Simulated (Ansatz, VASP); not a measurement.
One calculation of Br, two programs

INCAR

```
PREC = Accurate
ENCUT = 520
EDIFF = 1E-6
ISMEAR = -1
SIGMA = 0.08
LREAL = F
LASPH = T
NELM = 60
ALGO = Normal
ISIF = 2
LWAVE = F
LCHARG = F
NBANDS = 14
```

KPOINTS

```
regular mesh
0
Gamma
  11 11 11
```

Contents of POSCAR:

```
Br
1.0
    0.0000000000      2.7561564780      2.7561564780
    2.7561564780      0.0000000000      2.7561564780
    2.7561564780      2.7561564780      0.0000000000
Br
2
Direct
   -0.1250000000     -0.1250000000     -0.1250000000
    0.1250000000      0.1250000000      0.1250000000
```

Input for Ansatz:

```yaml
crystal:
  lattice:
    - [0.0, 2.756156478, 2.756156478]
    - [2.756156478, 0.0, 2.756156478]
    - [2.756156478, 2.756156478, 0.0]
  atoms:
    - { symbol: Br, position: [-0.125, -0.125, -0.125] }
    - { symbol: Br, position: [0.125, 0.125, 0.125] }
kpoints:
  mp_grid: { grid: [11, 11, 11] }
scf:
  occupations: { method: fermi_dirac, width: 0.08 }
hamiltonian:
  xc: lda
  pseudopotentials: { kind: all_electron, lapw: { basis_error: 0.001 } }
output:
  forces: true
  stress: true
  eigenvalues: true
  populations: true
```

Change from the starting cell: volume scaled by 0.55, LAPW.

Alike in both runs: task single point; functional LDA; k mesh 11 × 11 × 11; occupations fermi-dirac, width 0.08 eV; no spin polarisation.

```csv
,VASP,Ansatz
version,VASP 6.6.1,Ansatz 0.2.0
potentials or method,"VASP PAW LDA potentials, release 64 (Br), cutoff 520 eV","all-electron LAPW, scalar-relativistic"
```

Ansatz gave:

- pressure (GPa): 48.4

Question: Estimate VASP's values.

Answer: Pressure (GPa): 48.7.

LDA's correlation is that of Perdew and Zunger in VASP and of Perdew and Wang (1992) in Ansatz. Both programs put the cell under a high pressure, so it lies far from rest at this level. Ansatz ran all-electron here, and VASP with PAW potentials.
